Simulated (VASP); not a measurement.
Write the native input for VASP 6.6.1 that does the following.

```
Task                   : single point
Functional             : PBE
Potentials or basis    : VASP PAW PBE potentials, release 64 (Nb_sv, Si, O)
Cutoff                 : 600 eV
k mesh                 : 3 × 3 × 3
Occupations            : gaussian, width 0.15 eV
Spin                   : no spin polarisation
Dipole correction      : no
Further INCAR settings : ALGO = Normal; EDIFF = 1e-06; NBANDS = 29
```

The structure of Nb2SiO2 lies in POSCAR:

```
Nb2SiO2
1.0
    0.0000000000      4.3174840511      3.8970565675
    3.1070299826      0.0000000000      3.8970565675
    3.1070299826      4.3174840511      0.0000000000
Nb Si O
2 1 2
Direct
    0.3167737405      0.3167737405      0.6832262595
    0.6832262595      0.6832262595      0.3167737405
    0.7500000000      0.7500000000      0.7500000000
    0.3890058258      0.1109941742      0.3890058258
    0.1109941742      0.3890058258      0.1109941742
```

The cell was built from a structure type or drawn by symmetry, and may not be a known phase.

These files were run (other wordings do the same):

INCAR

```
SYSTEM = Nb2SiO2
PREC = Accurate ; ENCUT = 600
EDIFF = 1E-6 ; ISMEAR = 0
SIGMA = 0.15 ; LREAL = .FALSE.
LASPH = .TRUE. ; NELM = 120
ALGO = Normal ; ISIF = 2
LWAVE = .FALSE. ; LCHARG = .FALSE.
GGA = PE ; NBANDS = 29
GGA_COMPAT = .FALSE.
```

KPOINTS

```
Automatic mesh
0
G
  3 3 3
  0 0 0
```

Potentials or basis: VASP PAW PBE potentials, release 64 (Nb_sv, Si, O).

Command:

```sh
$ cat potpaw_PBE.64/Nb_sv/POTCAR potpaw_PBE.64/Si/POTCAR potpaw_PBE.64/O/POTCAR > POTCAR
$ mpirun -np 1 vasp_std > vasp.out
```

It gave:

```json
{
 "Pressure": "-0.1 GPa",
 "Largest force": "0.020 eV/Å",
 "Band gap on the k mesh": "zero (bands 21 and 22 overlap by 0.03 eV)"
}
```

Caveat: the k points lie up to 0.49 Å⁻¹ apart.

It took 24 s on 1 thread of Intel(R) Xeon(R) 6975P-C (Granite Rapids) (shared host), peak memory 0.27 GiB.
